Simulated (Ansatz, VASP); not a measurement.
Two plane-wave programs on PbSe2I2

```
Pb Se I
1.0
     0.00000    3.74842    5.92905
     3.73325    0.00000    5.92905
     3.73325    3.74842    0.00000
Pb Se I
1 2 2
Direct
  0.00000 0.00000 0.00000
  0.62133 0.62133 0.37867
  0.37867 0.37867 0.62133
  0.25000 0.25000 0.25000
  0.75000 0.75000 0.75000
```

Alike in both runs: task relaxation of cell and atoms; functional PBE; k mesh 4 × 4 × 4; occupations gaussian, width 0.1 eV; no spin polarisation.

|  | VASP | Ansatz |
| --- | --- | --- |
| version | VASP 6.6.1 | Ansatz 0.2.0 |
| potentials or method | VASP PAW PBE potentials, release 64 (Pb_d, Se, I), cutoff 600 eV | scalar-relativistic, plane waves, PAW |
| valence electrons in the cell | 40 | 80 |

|  | VASP | Ansatz | Ansatz less VASP |
| --- | --- | --- | --- |
| gap on the k mesh at the Fermi level, each at its own relaxed structure (eV) | none | none | - |
| relaxed volume (Å³/atom) | 34.83 | 34.81 | -0.019 |
| relaxed length of the cell vector where the two differ most in proportion (Å) | 6.395 | 6.435 | +0.0397 |

A gap of «none» marks a metal or a gap that the smearing closes. VASP's potentials hold 40 valence electrons a cell and Ansatz's 80, so a difference there can come from the potentials and not from the codes.

Spin-orbit coupling is off throughout.
